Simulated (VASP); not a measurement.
Input of a VASP 6.6.1 run:

The input INCAR:

```
PREC = Accurate
ENCUT = 520
EDIFF = 1E-7
ISMEAR = 0
SIGMA = 0.1
LREAL = F
LASPH = T
NELM = 80
ALGO = Normal
ISIF = 2
LWAVE = F
LCHARG = F
GGA = PE
NBANDS = 26
```

The input KPOINTS:

```
Automatic mesh
0
Gamma
  4 4 4
```

File POSCAR:

```
NaBe6C3
1.0
    2.7378712200     -6.3258922200      0.0000000000
    2.7378712200      6.3258922200      0.0000000000
    0.0000000000      0.0000000000      4.8510758800
Na Be C
1 6 3
Direct
    0.0000000000      0.0000000000      0.5000000000
    0.0000000000      0.5000000000      0.5000000000
    0.5000000000      0.0000000000      0.5000000000
    0.5890242300      0.4109757700      0.2500000000
    0.5890242300      0.4109757700      0.7500000000
    0.4109757700      0.5890242300      0.2500000000
    0.4109757700      0.5890242300      0.7500000000
    0.6780484600      0.3219515400      0.5000000000
    0.3219515400      0.6780484600      0.5000000000
    0.5000000000      0.5000000000      0.0000000000
```

Potentials or basis: VASP PAW PBE potentials, release 64 (Na_pv, Be, C).

Run with:

```console
$ cat potpaw_PBE.64/Na_pv/POTCAR potpaw_PBE.64/Be/POTCAR potpaw_PBE.64/C/POTCAR > POTCAR
$ mpirun -np 1 vasp_std > vasp.out
```

(1) Estimate the largest force.

(2) Estimate the band gap on the k mesh.

(3) What does it give for the pressure?

## Answers

(1) 0.329 eV/Å.

(2) zero (an odd number of electrons rules out a gap without spin polarisation).

(3) -0.4 GPa.
